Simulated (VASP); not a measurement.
## Ag2PdS2: relaxation of cell and atoms with PBE

The system is Ag2PdS2.

```xyz
5
Lattice="-2.8814 2.8814 3.1236 2.8814 -2.8814 3.1236 2.8814 2.8814 -3.1236" Properties=species:S:1:pos:R:3 pbc="T T T"
Ag    0.0000    2.8814    1.5618
Ag    0.0000    0.0000    0.0000
Pd    2.8814    0.0000    1.5618
S     0.0000    0.0000    4.2994
S     0.0000    0.0000    1.9478
```

- Program: VASP 6.6.1
- Task: relaxation of cell and atoms
- Functional: PBE
- Potentials or basis: VASP PAW PBE potentials, release 64 (Ag, Pd, S)
- Cutoff: 600 eV
- k mesh: 3 × 3 × 3
- Occupations: gaussian, width 0.15 eV
- Spin: no spin polarisation
- Dipole correction: no
- Further INCAR settings: ALGO = Normal; EDIFF = 1e-06; IBRION = 2; EDIFFG = -0.08; NSW = 36; ISIF = 3

The relaxed volume is 21.30 Å³/atom and the relaxed cell is a = 5.579 Å, b = 5.579 Å, c = 5.579 Å, α = 127.32°, β = 127.32°, γ = 77.74°. The space group after relaxing (to 0.05 Å) is I-4m2 (No. 119). The energy gained by relaxing is 969.9 meV/atom and the ionic steps are 26. The pressure after relaxing is 0.4 GPa. The largest force after relaxing is 0.018 eV/Å and the band gap on the k mesh is zero (band 22 reaches 5.25 eV, above the bottom of band 23 at 3.80 eV).

Forces in eV/Å, atoms in the order of the input:
```
Ag   0.000  0.000  0.000
Ag   0.000  0.000  0.000
Pd   0.000  0.000  0.000
S    0.000  0.000  0.018
S    0.000  0.000 -0.018
```

The path:
| step | energy change (eV) | largest force (eV/Å) | pressure (GPa) | volume (Å³) |
| --- | --- | --- | --- | --- |
| 1 | 0.0000 | 7.9439 | 12.20 | 103.73 |
| 2 | -2.2135 | 1.1768 | -9.21 | 123.54 |
| 3 | -2.2808 | 1.1813 | -9.22 | 122.41 |
| 4 | -2.3427 | 1.2031 | -9.21 | 121.35 |
| 5 | -2.7406 | 1.2795 | -7.57 | 113.27 |
| 6 | -2.5231 | 0.0147 | -3.45 | 108.69 |
| 7 | -2.7369 | 1.2549 | -7.23 | 112.68 |
| 8 | -2.7389 | 1.1628 | -6.87 | 112.10 |
| 9 | -3.6402 | 1.1114 | -4.09 | 99.91 |
| 10 | -4.0605 | 1.1258 | 4.13 | 88.67 |
| 11 | -4.3565 | 1.1981 | 3.01 | 90.88 |
| 12 | -4.4291 | 0.9732 | 3.03 | 92.05 |
| 13 | -4.4378 | 0.8808 | 3.28 | 92.56 |
| 14 | -4.6292 | 0.8977 | -1.94 | 100.01 |
| 15 | -4.6396 | 0.9084 | -3.14 | 102.45 |
| 16 | -4.7603 | 0.1724 | -0.85 | 101.92 |
| 17 | -4.7608 | 0.1047 | -0.65 | 101.88 |
| 18 | -4.7974 | 0.0719 | 1.17 | 100.47 |
| 19 | -4.7979 | 0.0672 | 1.44 | 100.27 |
| 20 | -4.8146 | 0.2707 | 0.25 | 102.54 |
| 21 | -4.8153 | 0.3228 | -0.06 | 103.20 |
| 22 | -4.8278 | 0.2517 | -0.35 | 104.41 |
| 23 | -4.8381 | 0.1203 | -0.75 | 106.48 |
| 24 | -4.8460 | 0.0284 | 0.40 | 105.87 |
| 25 | -4.8461 | 0.0341 | 0.45 | 105.84 |
| 26 | -4.8494 | 0.0184 | 0.43 | 106.51 |

Final structure:
```cif
data_structure
_symmetry_space_group_name_H-M 'P 1'
_symmetry_Int_Tables_number 1
_cell_length_a 5.5794
_cell_length_b 5.5794
_cell_length_c 5.5794
_cell_angle_alpha 127.316
_cell_angle_beta 127.316
_cell_angle_gamma 77.736
_cell_volume 106.51
loop_
_atom_site_label
_atom_site_type_symbol
_atom_site_fract_x
_atom_site_fract_y
_atom_site_fract_z
_atom_site_occupancy
Ag1 Ag 0.75000 0.25000 0.50000 1
Ag2 Ag 0.00000 0.00000 0.00000 1
Pd1 Pd 0.25000 0.75000 0.50000 1
S1 S 0.72583 0.72583 0.00000 1
S2 S 0.27417 0.27417 0.00000 1
```

Levels at points of the mesh, in eV from the Fermi level:
| k point | band 20 | band 21 | band 22 | band 23 | band 24 | band 25 | band 26 |
| --- | --- | --- | --- | --- | --- | --- | --- |
| (0.00, 0.00, 0.00) | -1.47 | -1.43 | -1.43 | -1.20 | 1.77 | 2.23 | 5.02 |

Run time: 13 min on 1 thread of AMD EPYC 7R13 (shared host), peak memory 0.25 GiB.

Caveat: the k points lie up to 0.60 Å⁻¹ apart in the final cell; the relaxation stopped at a loose force limit of 0.08 eV/Å, so its end isn't a converged minimum.
